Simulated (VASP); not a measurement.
Mo3W: single point with PBE

The system is Mo3W.

```xyz
4
Lattice="0.0000 3.2912 3.2912 3.2912 0.0000 3.2912 3.2912 3.2912 0.0000" Properties=species:S:1:pos:R:3 pbc="T T T"
Mo    4.9368    4.9368    4.9368
Mo    1.6456    1.6456    1.6456
Mo    0.0000    0.0000    0.0000
W     3.2912    3.2912    3.2912
```

```
Program             : VASP 6.6.1
Task                : single point
Functional          : PBE
Potentials or basis : VASP PAW PBE potentials, release 64 (Mo_sv, W_sv)
Cutoff              : 520 eV
k mesh              : 4 × 4 × 4
Occupations         : gaussian, width 0.1 eV
Spin                : no spin polarisation
```

```json
{"Pressure": "-24.2 GPa", "Band gap on the k mesh": "0.35 eV (least direct gap 0.75 eV)"}
```

Levels at points of the mesh, in eV from the valence-band top:
```
           k point  band 25  band 26  band 27  band 28  band 29  band 30  band 31  band 32
(0.00, 0.00, 0.00)    -2.24    -0.99    -0.99    -0.99     1.61     1.61     2.16     2.16
(0.50, 0.00, 0.00)    -2.25    -2.25    -2.22    -2.22     1.52     1.52     1.88     1.88
(0.50, 0.50, 0.00)    -0.44    -0.44    -0.31    -0.31     0.88     1.05     1.14     1.14
```

Run time: 26 s on 1 thread of Intel(R) Xeon(R) Platinum 8259CL CPU @ 2.50GHz (Skylake/Cascade Lake), with other jobs on the host, peak memory 0.21 GiB.

Caveat: the cell stands under tension; spin-orbit coupling is left out, which moves the levels of the heavy elements. A k mesh can miss the band edges.
